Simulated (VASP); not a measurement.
# TaTe (F-43m) in VASP: settings compared, part 2 of 2

VASP 6.6.1.

**4. Single point, revPBE+D3(BJ), collinear spin**

The input, INCAR:

```
SYSTEM = TaTe
PREC = Accurate ; ENCUT = 520
EDIFF = 1E-6 ; ISMEAR = 0
SIGMA = 0.05 ; LREAL = .FALSE.
LASPH = .TRUE. ; NELM = 150
ALGO = Normal ; ISIF = 2
LWAVE = .FALSE. ; LCHARG = .FALSE.
ISPIN = 2 ; MAGMOM = 2 0
LORBIT = 11 ; LMAXMIX = 4
GGA = RE ; IVDW = 12
NBANDS = 20
```

The input, KPOINTS:

```
regular mesh
0
G
  10 10 10
  0 0 0
```

The input, POSCAR:

```
TaTe
1.0
    0.0000000000      3.1599278669      3.1599278669
    3.1599278669      0.0000000000      3.1599278669
    3.1599278669      3.1599278669      0.0000000000
Ta Te
1 1
Direct
    0.0000000000      0.0000000000      0.0000000000
    0.2500000000      0.2500000000      0.2500000000
```

Potentials or basis: VASP PAW PBE potentials, release 64 (Ta_pv, Te).

Command:

```console
$ cat potpaw_PBE.64/Ta_pv/POTCAR potpaw_PBE.64/Te/POTCAR > POTCAR
$ mpirun -np 1 vasp_std > vasp.out
```

OUTCAR:

```text
SYSTEM = TaTe
   PREC = Accurate
   ENCUT = 520
   EDIFF = 1E-6
   ISMEAR = 0
   LREAL = .FALSE.
   LASPH = .TRUE.
   NELM = 150
   ISIF = 2
   ISPIN = 2
   LORBIT = 11
   GGA = RE
   IVDW = 12
 IVDW          = 12

 ion  position               nearest neighbor table
   1  0.000  0.000  0.000-   2 2.74   2 2.74   2 2.74   2 2.74
   2  0.250  0.250  0.250-   1 2.74   1 2.74   1 2.74   1 2.74

  LATTYP: Found a face centered cubic cell.
 ALAT       =     6.3198557338

  Lattice vectors:

 A1 = (   0.0000000000,   3.1599278669,   3.1599278669)
 A2 = (   3.1599278669,   0.0000000000,   3.1599278669)
 A3 = (   3.1599278669,   3.1599278669,   0.0000000000)

Analysis of symmetry for initial positions (statically):
=====================================================================
 Subroutine PRICEL returns:
 Original cell was already a primitive cell.

 Routine SETGRP: Setting up the symmetry group for a
 face centered cubic supercell.

 Subroutine GETGRP returns: Found 24 space group operations
 (whereof 24 operations were pure point group operations)
 out of a pool of 48 trial point group operations.

The static configuration has the point symmetry T_d .

Analysis of symmetry for dynamics (positions and initial velocities):
=====================================================================
 Subroutine PRICEL returns:
 Original cell was already a primitive cell.

 Routine SETGRP: Setting up the symmetry group for a
 face centered cubic supercell.

 Subroutine GETGRP returns: Found 24 space group operations
 (whereof 24 operations were pure point group operations)
 out of a pool of 48 trial point group operations.

The dynamic configuration has the point symmetry T_d .

Analysis of structural, dynamic, and magnetic symmetry:
=====================================================================
 Subroutine PRICEL returns:
 Original cell was already a primitive cell.

 Routine SETGRP: Setting up the symmetry group for a
 face centered cubic supercell.

 Subroutine GETGRP returns: Found 24 space group operations
 (whereof 24 operations were pure point group operations)
 out of a pool of 48 trial point group operations.

The overall configuration has the point symmetry T_d .

 Subroutine INISYM returns: Found 24 space group operations
 (whereof 24 operations are pure point group operations),
 and found     1 'primitive' translations

----------------------------------------------------------------------------------------

                                     Primitive cell

  volume of cell :      63.1047

  direct lattice vectors                    reciprocal lattice vectors
     0.000000000  3.159927867  3.159927867    -0.158231460  0.158231460  0.158231460
     3.159927867  0.000000000  3.159927867     0.158231460 -0.158231460  0.158231460
     3.159927867  3.159927867  0.000000000     0.158231460  0.158231460 -0.158231460

  length of vectors
     4.468812845  4.468812845  4.468812845     0.274064928  0.274064928  0.274064928

  position of ions in fractional coordinates (direct lattice)
     0.000000000  0.000000000  0.000000000
     0.250000000  0.250000000  0.250000000

  ion indices of the primitive-cell ions
   primitive index   ion index
                 1           1
                 2           2

[... 67 lines left out ...]
   LSORBIT =      F    spin-orbit coupling
   LASPH  =      T    aspherical Exc in radial PAW
   ENCUT  =  520.0 eV  38.22 Ry    6.18 a.u.   8.31  8.31  8.31*2*pi/ulx,y,z
   NELM   =    150;   NELMIN=  2; NELMDL= -5     # of ELM steps
   EDIFF  = 0.1E-05   stopping-criterion for ELM
   LREAL  =      F    real-space projection
   EDIFFG = 0.1E-04   stopping-criterion for IOM
   NSW    =      0    number of steps for IOM
   IBRION =     -1    ionic relax: 0-MD 1-quasi-New 2-CG
   NFREE  =      0    steps in history (QN), initial steepest desc. (CG)
   ISIF   =      2    stress and relaxation
   ISYM   =      2    0-nonsym 1-usesym 2-fastsym
   POTIM  = 0.5000    time-step for ionic-motion
   TEBEG  =    0.0;   TEEND  =   0.0 temperature during run
   PSTRESS=    0.0 pullay stress
   NELECT =      17.0000    total number of electrons
   NUPDOWN=      -1.0000    fix difference up-down
   EMIN   =  10.00;   EMAX   =-10.00  energy-range for DOS
   EFERMI =   0.00;   METHOD = LEGACY
   ISMEAR =     0;   SIGMA  =   0.05  broadening in eV -4-tet -1-fermi 0-gaus
   EFERMI_NEDOS =   21; number of points for ismear=-14 and -15
   IALGO  =     38    algorithm
   IMIX   =      4    mixing-type and parameters
     AMIX     =   0.40;   BMIX     =  1.00
     AMIX_MAG =   1.60;   BMIX_MAG =  1.00
  volume/ion in A,a.u.               =      31.55       212.93
  Fermi-wavevector in a.u.,A,eV,Ry     =   1.057314  1.998034 15.210127  1.117913
  Thomas-Fermi vector in A             =   2.192582
   LORBIT       =     11    0 simple, 1 ext, 2 COOP (PROOUT), +10 PAW based schemes
   GGA     = RE    functional components
   LHFCALC =     F    Hartree Fock is set to
   AEXX    =    0.0000 exact exchange contribution
   IVDW    =    12    specifies the selected vdW correction
   LEPSILON=     F    determine dielectric tensor
   LRPA    =     F    only Hartree local field effects (RPA)
 spin polarized calculation
 Gauss-broadening in eV      SIGMA  =   0.05
  energy-cutoff  :      520.00
  volume of cell :       63.10
 maximum number of plane-waves:      1724
 NGX is ok and might be reduce to    36
   NGX = 17   NGY = 17   NGZ = 17

 number of electron      17.0000001 magnetization       2.2548507

 Free energy of the ion-electron system (eV)
  ---------------------------------------------------
  ext. energy  EPLUGINS =         0.00000000
  ---------------------------------------------------
  free energy    TOTEN  =       -12.42924116 eV

  energy without entropy =      -12.42694401  energy(sigma->0) =      -12.42809259

 E-fermi :   4.7811     XC(G=0):  -9.2267

 val. band max:        4.7671667350   @ k =   0.4000   0.0000   0.0000
 cond. band min:       4.7857729295   @ k =  -0.3000   0.3000   0.1000
 fundamental gap:      0.0186061945
 Fermi energy:         4.7810572657

 spin component 1

 k-point     1 :       0.0000    0.0000    0.0000
  band No.  band energies     occupation
      1     -30.4480      1.00000
      2     -30.4480      1.00000
      3     -30.4480      1.00000
      4      -7.9930      1.00000
      5       0.7255      1.00000
      6       0.7255      1.00000
[... 541 lines left out ...]
     19      16.5717      0.00000
     20      17.4969      0.00000

 [... further k-points ...]

 spin component 2

 k-point     1 :       0.0000    0.0000    0.0000
  band No.  band energies     occupation
      1     -29.4888      1.00000
      2     -29.4888      1.00000
      3     -29.4888      1.00000
      4      -7.8336      1.00000
      5       1.1581      1.00000
      6       1.1581      1.00000
[... 541 lines left out ...]
     19      17.2562      0.00000
     20      18.2730      0.00000

 [... further k-points ...]

------------------------ aborting loop because EDIFF is reached ----------------------------------------

 Edisp (eV)   -1.54078

 E8    (eV) :    -1.1337

  FORCE on cell =-STRESS in cart. coord.  units (eV):
  Direction    XX          YY          ZZ          XY          YZ          ZX
  --------------------------------------------------------------------------------------
  -------------------------------------------------------------------------------------
  Total      -1.04250    -1.04250    -1.04250     0.00000     0.00000    -0.00000
  in kB     -26.46817   -26.46817   -26.46817     0.00000     0.00000    -0.00000
  external pressure =      -26.47 kB  Pullay stress =        0.00 kB

 VOLUME and BASIS-vectors are now :
 -----------------------------------------------------------------------------
  energy-cutoff  :      520.00
  volume of cell :       63.10
      direct lattice vectors                 reciprocal lattice vectors
     0.000000000  3.159927867  3.159927867    -0.158231460  0.158231460  0.158231460
     3.159927867  0.000000000  3.159927867     0.158231460 -0.158231460  0.158231460
     3.159927867  3.159927867  0.000000000     0.158231460  0.158231460 -0.158231460

 POSITION                                       TOTAL-FORCE (eV/Angst)
 -----------------------------------------------------------------------------------
      0.00000      0.00000      0.00000        -0.000000      0.000000     -0.000000
      1.57996      1.57996      1.57996         0.000000      0.000000      0.000000
 -----------------------------------------------------------------------------------
    total drift:                                0.000000      0.000000      0.000000

  FREE ENERGIE OF THE ION-ELECTRON SYSTEM (eV)
  ---------------------------------------------------
  free  energy   TOTEN  =       -13.9700246699 eV

  energy  without entropy=      -13.9677275228  energy(sigma->0) =      -13.96887610

 total charge

# of ion       s       p       d       tot
------------------------------------------
    1        0.281   6.063   2.439   8.782
    2        1.322   2.103   0.093   3.518
--------------------------------------------------
tot          1.603   8.165   2.531  12.300

 magnetization (x)

# of ion       s       p       d       tot
------------------------------------------
    1        0.055   0.016   1.449   1.520
    2       -0.016  -0.090   0.058  -0.047
--------------------------------------------------
tot          0.040  -0.073   1.507   1.473
```

Wall time 2 min (1 thread of Intel Xeon 8259CL, shared host); peak memory 0.31 GiB.

What came out:

| Item | Value |
| --- | --- |
| Free energy | -13.9700 eV |
| Pressure | -2.6 GPa |
| Net moment | 2.25 μB per cell |
| Site moments | Ta +1.52; Te -0.05 μB |
| Valence electrons inside the program's atomic spheres | Ta 8.78; Te 3.52 |
| Dispersion energy per atom | -0.770 eV |

Caveat: three body term missing; the PAW data sets were made with another functional, which shifts forces and pressure a little; spin-orbit coupling is left out, which moves the levels of the heavy elements.

**5. Summary**

| level | gap on the mesh (eV) | pressure (GPa) | moment (μB) |
| --- | --- | --- | --- |
| PBE | none | 0.0 | 2.07 |
| PBEsol | none | -2.8 | 2.03 |
| revPBE+D3(BJ) | none | -2.6 | 2.25 |

Alike in all rows: task single point; potentials or basis VASP PAW PBE potentials, release 64 (Ta_pv, Te); spin collinear; cell as given; k mesh 10 × 10 × 10; cutoff (eV) 520; smearing gaussian 0.05 eV.

The pressure there spans -2.8 GPa (PBEsol) to 0.0 GPa (PBE); a positive pressure means that this level wants a larger cell, a negative one a smaller.

Caveats: spin-orbit coupling is left out, which moves the levels of the heavy elements; the PAW data sets were made with another functional, which shifts forces and pressure a little (at least some runs); three body term missing (at least some runs).

Total energies depend on the potentials used, so only differences within one code and one set of settings carry meaning.
